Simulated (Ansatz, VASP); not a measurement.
# LiCl in VASP and in Ansatz

INCAR

```
PREC = Accurate
ENCUT = 520
EDIFF = 1E-6
ISMEAR = -1
SIGMA = 0.02
LREAL = False
LASPH = True
NELM = 100
ALGO = Normal
ISIF = 2
LWAVE = False
LCHARG = True
GGA = PE
LELF = True
LVHAR = True
NBANDS = 12
```

KPOINTS

```
Automatic mesh
0
Gamma
  8 8 8
```

The input POSCAR:

```
LiCl
1.0
    0.0000000000      2.5560369945      2.5560369945
    2.4637640590      0.0000000000      2.5560369945
    2.4637640590      2.5560369945      0.0000000000
Li Cl
1 1
Direct
    0.0000000000      0.0000000000      0.0000000000
    0.5000000000      0.5000000000      0.5000000000
```

Input for Ansatz:

```yaml
crystal:
  lattice:
    - [0.0, 2.5560369945, 2.5560369945]
    - [2.463764059, 0.0, 2.5560369945]
    - [2.463764059, 2.5560369945, 0.0]
  atoms:
    - { symbol: Li, position: [0.0, 0.0, 0.0] }
    - { symbol: Cl, position: [0.5, 0.5, 0.5] }
kpoints:
  mp_grid: { grid: [8, 8, 8] }
  band_path:
    path:
      - [0.0, 0.0, 0.0]
      - [0.5, 0.0, 0.5]
      - [0.625, 0.25, 0.625]
      - [0.375, 0.375, 0.75]
      - [0.5, 0.5, 0.5]
      - [0.5, 0.25, 0.75]
    npoints: 1
hamiltonian:
  xc: pbe
scf:
  occupations: { method: fermi_dirac, width: 0.02 }
  n_extra_bands: 4
output:
  forces: true
  stress: true
  eigenvalues: true
```

Change from the starting cell: uniaxial_x strain -3.6%.

Alike in both runs: task single point; functional PBE; k mesh 8 × 8 × 8; occupations fermi-dirac, width 0.02 eV; no spin polarisation.

|  | VASP | Ansatz |
| --- | --- | --- |
| version | VASP 6.6.1 | Ansatz 0.2.0 |
| potentials or method | VASP PAW PBE potentials, release 64 (Li_sv, Cl) | plane waves, PAW |
| plane-wave cutoff (eV) | 520 | 420 |
| valence electrons in the cell | 10 | 10 |

VASP gave:

```
gap on the k mesh at the Fermi level (eV) : 6.58
```

Question: Which values does Ansatz return?

Answer: gap on the k mesh at the Fermi level (eV): 6.57.

With one functional, cell and mesh, what is left measures potentials, basis and numerics.

Noted on VASP's run: the cutoff is short for stress, so the pressure is rough.
